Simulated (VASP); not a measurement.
# MoS2 in VASP: notebook

MoS2 is run at these levels: r2SCAN; tasks: single point.

Program: VASP 6.6.1. These are calculated values, not measurements. Logs are shortened: lines on timing, memory, paths and dates and some standing lists are left out, and cuts for length are marked.

### 1 The cell of the first run

The cell holds a slab with vacuum, 9 atoms: a = 3.184 Å, b = 3.184 Å, c = 28.419 Å, α = 90.00°, β = 90.00°, γ = 120.00°.

### 2 Single point, r2SCAN (atom 2 (Mo) moved -0.150 Å along Cartesian [0 0 1])

Contents of POSCAR:

```
MoS2
1.0
    3.1842713585      0.0000000000      0.0000000000
   -1.5921356792      2.7576598890      0.0000000000
    0.0000000000      0.0000000000     28.4188140530
Mo S
3 6
Direct
    0.6666666667      0.3333333333      0.0000000000
    0.3333333333      0.6666666667      0.7661578516
    0.3333333333      0.6666666667      0.2285639549
    0.3333333333      0.6666666667      0.0546374042
    0.6666666667      0.3333333333      0.8260779181
    0.6666666667      0.3333333333      0.2831796040
    0.3333333333      0.6666666667      0.9453625958
    0.6666666667      0.3333333333      0.7168203960
    0.6666666667      0.3333333333      0.1739220819
```

Contents of INCAR.step1:

```
SYSTEM = MoS2
PREC = Accurate
ENCUT = 520
ISMEAR = 0
SIGMA = 0.05
LREAL = .False.
LASPH = .True.
NELM = 80
NBANDS = 49
GGA = PE
ALGO = Normal
EDIFF = 1E-4
LWAVE = .True.
LCHARG = .False.
```

Contents of INCAR.step2:

```
SYSTEM = MoS2
PREC = Accurate
ENCUT = 520
EDIFF = 1E-6
ISMEAR = 0
SIGMA = 0.05
LREAL = .False.
LASPH = .True.
NELM = 80
ALGO = Normal
ISIF = 2
LWAVE = .False.
LCHARG = .False.
METAGGA = R2SCAN
LMIXTAU = .True.
NBANDS = 49
ISTART = 1
```

Contents of KPOINTS:

```
regular mesh
0
Gamma
  12 12 1
  0 0 0
```

Potentials or basis: VASP PAW PBE potentials, release 64 (Mo_sv, S).

Run with:

```console
$ cat potpaw_PBE.64/Mo_sv/POTCAR potpaw_PBE.64/S/POTCAR > POTCAR
$ cp INCAR.step1 INCAR
$ mpirun -np 1 vasp_std > vasp.out
$ cp INCAR.step2 INCAR
$ mpirun -np 1 vasp_std > vasp.out
```

OUTCAR:

```text
SYSTEM = MoS2
   PREC = Accurate
   ENCUT = 520
   EDIFF = 1E-6
   ISMEAR = 0
   LREAL = .False.
   LASPH = .True.
   NELM = 80
   ISIF = 2
   METAGGA = R2SCAN
   ISTART = 1

 ion  position               nearest neighbor table
   1  0.667  0.333  0.000-   4 2.41   7 2.41   4 2.41   7 2.41   4 2.41   7 2.41
   2  0.333  0.667  0.766-   8 2.31   8 2.31   8 2.31   5 2.51   5 2.51   5 2.51
   3  0.333  0.667  0.229-   6 2.41   6 2.41   6 2.41   9 2.41   9 2.41   9 2.41
   4  0.333  0.667  0.055-   1 2.41   1 2.41   1 2.41
   5  0.667  0.333  0.826-   2 2.51   2 2.51   2 2.51
   6  0.667  0.333  0.283-   3 2.41   3 2.41   3 2.41
   7  0.333  0.667  0.945-   1 2.41   1 2.41   1 2.41
   8  0.667  0.333  0.717-   2 2.31   2 2.31   2 2.31
   9  0.667  0.333  0.174-   3 2.41   3 2.41   3 2.41

  LATTYP: Found a hexagonal cell.
 ALAT       =     3.1842713585
 C/A-ratio  =     8.9247463088

  Lattice vectors:

 A1 = (   3.1842713585,   0.0000000000,   0.0000000000)
 A2 = (  -1.5921356792,   2.7576598890,   0.0000000000)
 A3 = (   0.0000000000,   0.0000000000,  28.4188140530)

Analysis of symmetry for initial positions (statically):
=====================================================================
 Subroutine PRICEL returns:
 Original cell was already a primitive cell.

 Routine SETGRP: Setting up the symmetry group for a
 hexagonal supercell.

 Subroutine GETGRP returns: Found  6 space group operations
 (whereof  6 operations were pure point group operations)
 out of a pool of 24 trial point group operations.

The static configuration has the point symmetry C_3v.

Analysis of symmetry for dynamics (positions and initial velocities):
=====================================================================
 Subroutine PRICEL returns:
 Original cell was already a primitive cell.

 Routine SETGRP: Setting up the symmetry group for a
 hexagonal supercell.

 Subroutine GETGRP returns: Found  6 space group operations
 (whereof  6 operations were pure point group operations)
 out of a pool of 24 trial point group operations.

The dynamic configuration has the point symmetry C_3v.

 Subroutine INISYM returns: Found  6 space group operations
 (whereof  6 operations are pure point group operations),
 and found     1 'primitive' translations

----------------------------------------------------------------------------------------

                                     Primitive cell

  volume of cell :     249.5495

  direct lattice vectors                    reciprocal lattice vectors
     3.184271359  0.000000000  0.000000000     0.314043587  0.181313150  0.000000000
    -1.592135679  2.757659889  0.000000000     0.000000000  0.362626299  0.000000000
     0.000000000  0.000000000 28.418814053     0.000000000  0.000000000  0.035187957

  length of vectors
     3.184271359  3.184271358 28.418814053     0.362626299  0.362626299  0.035187957

  position of ions in fractional coordinates (direct lattice)
     0.666666667  0.333333333  0.000000000
     0.333333333  0.666666667  0.766157852
     0.333333333  0.666666667  0.228563955
     0.333333333  0.666666667  0.054637404
     0.666666667  0.333333333  0.826077918
     0.666666667  0.333333333  0.283179604
     0.333333333  0.666666667  0.945362596
     0.666666667  0.333333333  0.716820396
     0.666666667  0.333333333  0.173922082

  ion indices of the primitive-cell ions
   primitive index   ion index
                 1           1
                 2           2
                 3           3
                 4           4
                 5           5
                 6           6
                 7           7
                 8           8
                 9           9

----------------------------------------------------------------------------------------

 KPOINTS: regular mesh

Automatic generation of k-mesh.
 Grid dimensions read from file:
 generate k-points for:   12   12    1

 Generating k-lattice:

  Cartesian coordinates                     Fractional coordinates (reciprocal lattice)
     0.026170299  0.015109429  0.000000000     0.083333333  0.000000000  0.000000000
     0.000000000  0.030218858  0.000000000     0.000000000  0.083333333  0.000000000
     0.000000000  0.000000000  0.035187957     0.000000000  0.000000000  1.000000000

  Length of vectors
     0.030218858  0.030218858  0.035187957

  Shift w.r.t. Gamma in fractional coordinates (k-lattice)
     0.000000000  0.000000000  0.000000000

 Subroutine IBZKPT returns following result:
 ===========================================

 Found     19 irreducible k-points:

 Following reciprocal coordinates:
            Coordinates               Weight
  0.000000  0.000000  0.000000      1.000000
  0.083333  0.000000  0.000000      6.000000
  0.166667 -0.000000  0.000000      6.000000
  0.250000 -0.000000  0.000000      6.000000
  0.333333  0.000000  0.000000      6.000000
  0.416667 -0.000000  0.000000      6.000000
[... 11 lines left out ...]
  0.333333  0.250000  0.000000     12.000000
  0.333333  0.333333  0.000000      2.000000
   k-points           NKPTS =     19   k-points in BZ     NKDIM =     19   number of bands    NBANDS=     49
   number of dos      NEDOS =    301   number of ions     NIONS =      9
   total plane-waves  NPLWV = 124416
   dimension x,y,z NGX =    24 NGY =   24 NGZ =  216
   dimension x,y,z NGXF=    48 NGYF=   48 NGZF=  432
   ions per type =               3   6
   NGX,Y,Z   is equivalent  to a cutoff of  12.53, 12.53, 12.64 a.u.
   NGXF,Y,Z  is equivalent  to a cutoff of  25.06, 25.06, 25.27 a.u.
 SYSTEM =  MoS2
   PREC   = accura    normal or accurate (medium, high low for compatibility)
   ISTART =      1    job   : 0-new  1-cont  2-samecut
   ICHARG =      0    charge: 1-file 2-atom 10-const
   ISPIN  =      1    spin polarized calculation?
   LNONCOLLINEAR =      F non collinear calculations
   LSORBIT =      F    spin-orbit coupling
   LASPH  =      T    aspherical Exc in radial PAW
   ENCUT  =  520.0 eV  38.22 Ry    6.18 a.u.   5.92  5.92 52.84*2*pi/ulx,y,z
   NELM   =     80;   NELMIN=  2; NELMDL=  0     # of ELM steps
   EDIFF  = 0.1E-05   stopping-criterion for ELM
   LREAL  =      F    real-space projection
   EDIFFG = 0.1E-04   stopping-criterion for IOM
   NSW    =      0    number of steps for IOM
   IBRION =     -1    ionic relax: 0-MD 1-quasi-New 2-CG
   NFREE  =      0    steps in history (QN), initial steepest desc. (CG)
   ISIF   =      2    stress and relaxation
   ISYM   =      2    0-nonsym 1-usesym 2-fastsym
   POTIM  = 0.5000    time-step for ionic-motion
   TEBEG  =    0.0;   TEEND  =   0.0 temperature during run
   PSTRESS=    0.0 pullay stress
   NELECT =      78.0000    total number of electrons
   NUPDOWN=      -1.0000    fix difference up-down
   EMIN   =  10.00;   EMAX   =-10.00  energy-range for DOS
   EFERMI =   0.00;   METHOD = LEGACY
   ISMEAR =     0;   SIGMA  =   0.05  broadening in eV -4-tet -1-fermi 0-gaus
   EFERMI_NEDOS =   21; number of points for ismear=-14 and -15
   IALGO  =     38    algorithm
   IMIX   =      4    mixing-type and parameters
     AMIX     =   0.40;   BMIX     =  1.00
     AMIX_MAG =   1.60;   BMIX_MAG =  1.00
  volume/ion in A,a.u.               =      27.73       187.12
  Fermi-wavevector in a.u.,A,eV,Ry     =   1.111017  2.099518 16.794477  1.234359
  Thomas-Fermi vector in A             =   2.247576
   LORBIT       =      0    0 simple, 1 ext, 2 COOP (PROOUT), +10 PAW based schemes
   METAGGA = R2SCAN    functional components
   LHFCALC =     F    Hartree Fock is set to
   AEXX    =    0.0000 exact exchange contribution
   IVDW    =     0    specifies the selected vdW correction
   LEPSILON=     F    determine dielectric tensor
   LRPA    =     F    only Hartree local field effects (RPA)
 non-spin polarized calculation
 Gauss-broadening in eV      SIGMA  =   0.05
  energy-cutoff  :      520.00
  volume of cell :      249.55
 maximum number of plane-waves:      6761
 NGX is ok and might be reduce to    24
   NGX = 11   NGY = 11   NGZ =105

 number of electron      77.9999998 magnetization

 Free energy of the ion-electron system (eV)
  ---------------------------------------------------
  ext. energy  EPLUGINS =         0.00000000
  ---------------------------------------------------
  free energy    TOTEN  =      -134.73779841 eV

  energy without entropy =     -134.73779841  energy(sigma->0) =     -134.73779841

 E-fermi :   2.9505     XC(G=0):  -7.7637

 val. band max:        2.5954443671   @ k =   0.0000   0.0000   0.0000
 cond. band min:       3.7595432742   @ k =   0.3333   0.3333   0.0000
 fundamental gap:      1.1640989072
 Fermi energy:         2.9504991695

 k-point     1 :       0.0000    0.0000    0.0000
  band No.  band energies     occupation
      1     -60.7380      2.00000
      2     -60.7190      2.00000
      3     -60.6663      2.00000
      4     -34.1502      2.00000
      5     -34.1309      2.00000
      6     -34.0854      2.00000
[... 41 lines left out ...]
     48       5.2980      0.00000
     49       5.2980      0.00000

 k-point     2 :       0.0833    0.0000    0.0000
  band No.  band energies     occupation
      1     -60.7353      2.00000
      2     -60.7162      2.00000
      3     -60.6635      2.00000
      4     -34.1447      2.00000
      5     -34.1254      2.00000
      6     -34.0800      2.00000
[... 41 lines left out ...]
     48       5.1984      0.00000
     49       5.2205      0.00000

 k-point     3 :       0.1667   -0.0000    0.0000
  band No.  band energies     occupation
      1     -60.7277      2.00000
      2     -60.7087      2.00000
      3     -60.6558      2.00000
      4     -34.1297      2.00000
      5     -34.1103      2.00000
      6     -34.0658      2.00000
[... 821 lines left out ...]
     48       5.8064      0.00000
     49       6.9960      0.00000

 k-point    19 :       0.3333    0.3333    0.0000
  band No.  band energies     occupation
      1     -60.6915      2.00000
      2     -60.6724      2.00000
      3     -60.6190      2.00000
      4     -34.2422      2.00000
      5     -34.2232      2.00000
      6     -34.1950      2.00000
[... 41 lines left out ...]
     48       5.8526      0.00000
     49       7.2478      0.00000

------------------------ aborting loop because EDIFF is reached ----------------------------------------

  FORCE on cell =-STRESS in cart. coord.  units (eV):
  Direction    XX          YY          ZZ          XY          YZ          ZX
  --------------------------------------------------------------------------------------
  -------------------------------------------------------------------------------------
  Total        0.8349499      0.8349499      0.4690417      0.0000000      0.0000000      0.0000000
  in kB        5.3606105      5.3606105      3.0113783      0.0000000      0.0000000      0.0000000
  external PRESSURE =       4.5775331 kB  Pullay stress =       0.0000000 kB

 VOLUME and BASIS-vectors are now :
 -----------------------------------------------------------------------------
  energy-cutoff  :      520.00
  volume of cell :      249.55
      direct lattice vectors                 reciprocal lattice vectors
     3.184271359  0.000000000  0.000000000     0.314043587  0.181313150  0.000000000
    -1.592135679  2.757659889  0.000000000     0.000000000  0.362626299  0.000000000
     0.000000000  0.000000000 28.418814053     0.000000000  0.000000000  0.035187957

 POSITION                                       TOTAL-FORCE (eV/Angst)
 -----------------------------------------------------------------------------------
      1.59214      0.91922      0.00000        -0.000000      0.000000     -0.004305
     -0.00000      1.83844     21.77330         0.000000     -0.000000      4.607828
     -0.00000      1.83844      6.49552         0.000000     -0.000000     -0.000545
     -0.00000      1.83844      1.55273         0.000000      0.000000      0.004178
      1.59214      0.91922     23.47615         0.000000     -0.000000     -1.903759
      1.59214      0.91922      8.04763         0.000000     -0.000000      0.003519
     -0.00000      1.83844     26.86608         0.000000     -0.000000     -0.006628
      1.59214      0.91922     20.37119        -0.000000      0.000000     -2.697803
      1.59214      0.91922      4.94266        -0.000000     -0.000000     -0.002484
 -----------------------------------------------------------------------------------
    total drift:                                0.000000     -0.000000      0.000117

  FREE ENERGIE OF THE ION-ELECTRON SYSTEM (eV)
  ---------------------------------------------------
  free  energy   TOTEN  =      -134.7377984070 eV

  energy  without entropy=     -134.7377984070  energy(sigma->0) =     -134.73779841
```

Wall time 46 min (1 thread of Oxide Virtual Turin-like, shared host); peak memory 0.44 GiB.

Results:

```
Free energy            : -134.7378 eV
Largest force          : 4.608 eV/Å
Band gap on the k mesh : 1.16 eV (least direct gap 1.68 eV)
```

Forces in eV/Å, atoms in the order of the input:
```
Mo   0.000  0.000 -0.004
Mo   0.000  0.000  4.608
Mo   0.000  0.000 -0.001
S    0.000  0.000  0.004
S    0.000  0.000 -1.904
S    0.000  0.000  0.004
S    0.000  0.000 -0.007
S    0.000  0.000 -2.698
S    0.000  0.000 -0.002
```

Caveat: the cell differs from its parent crystal (atom 2 (Mo) moved -0.150 Å along Cartesian [0 0 1]); there is no dipole correction, which matters where the two faces differ; the PAW data sets were made with another functional, which shifts forces and pressure a little.

### 3 Single point, r2SCAN (atom 2 (Mo) moved +0.150 Å along Cartesian [0 0 1])

POSCAR: that of step 2 with these lines changed.

```diff
@@ -9,3 +9,3 @@
     0.6666666667      0.3333333333      0.0000000000
-    0.3333333333      0.6666666667      0.7661578516
+    0.3333333333      0.6666666667      0.7767142386
     0.3333333333      0.6666666667      0.2285639549
```

Contents of INCAR.step1:

```
  ALGO = Normal
  EDIFF = 1E-4
  ENCUT = 520
  GGA = PE
  ISMEAR = 0
  LASPH = T
  LCHARG = F
  LREAL = F
  LWAVE = T
  NBANDS = 49
  NELM = 60
  PREC = Accurate
  SIGMA = 0.05
```

Contents of INCAR.step2:

```
  ALGO = Normal
  EDIFF = 1E-7
  ENCUT = 520
  ISIF = 2
  ISMEAR = 0
  ISTART = 1
  LASPH = T
  LCHARG = T
  LELF = T
  LMIXTAU = T
  LREAL = F
  LVHAR = T
  LWAVE = F
  METAGGA = R2SCAN
  NBANDS = 49
  NELM = 60
  PREC = Accurate
  SIGMA = 0.05
```

Contents of KPOINTS:

```
k-points
0
Gamma
  12 12 1
```

Potentials or basis: VASP PAW PBE potentials, release 64 (Mo_sv, S).

Run with:

```console
$ cat potpaw_PBE.64/Mo_sv/POTCAR potpaw_PBE.64/S/POTCAR > POTCAR
$ cp INCAR.step1 INCAR
$ mpirun -np 1 vasp_std > vasp.out
$ cp INCAR.step2 INCAR
$ mpirun -np 1 vasp_std > vasp.out
```

Run time: 60 min. Hardware: 1 thread of Oxide Virtual Turin-like, shared host; peak memory 0.44 GiB.

The run converged. Its results:

```
Free energy            : -134.7381 eV
Largest force          : 4.599 eV/Å
Band gap on the k mesh : 0.86 eV (least direct gap 1.54 eV)
```

Forces in eV/Å, atoms in the order of the input:
```
Mo   0.000  0.000  0.004
Mo   0.000  0.000 -4.599
Mo   0.000  0.000  0.001
S    0.000  0.000  0.002
S    0.000  0.000  2.677
S    0.000  0.000  0.003
S    0.000  0.000 -0.002
S    0.000  0.000  1.917
S    0.000  0.000 -0.003
```

Levels at points of the mesh, in eV from the valence-band top:
```tsv
k point	band 36	band 37	band 38	band 39	band 40	band 41	band 42	band 43
(0.00, 0.00, 0.00)	-2.12	-0.86	-0.39	0.00	1.82	1.82	2.25	2.25
(0.50, 0.00, 0.00)	-1.75	-1.36	-1.33	-1.29	1.55	1.69	1.71	2.04
```

Caveat: the cell differs from its parent crystal (atom 2 (Mo) moved +0.150 Å along Cartesian [0 0 1]); there is no dipole correction, which matters where the two faces differ; the PAW data sets were made with another functional, which shifts forces and pressure a little.
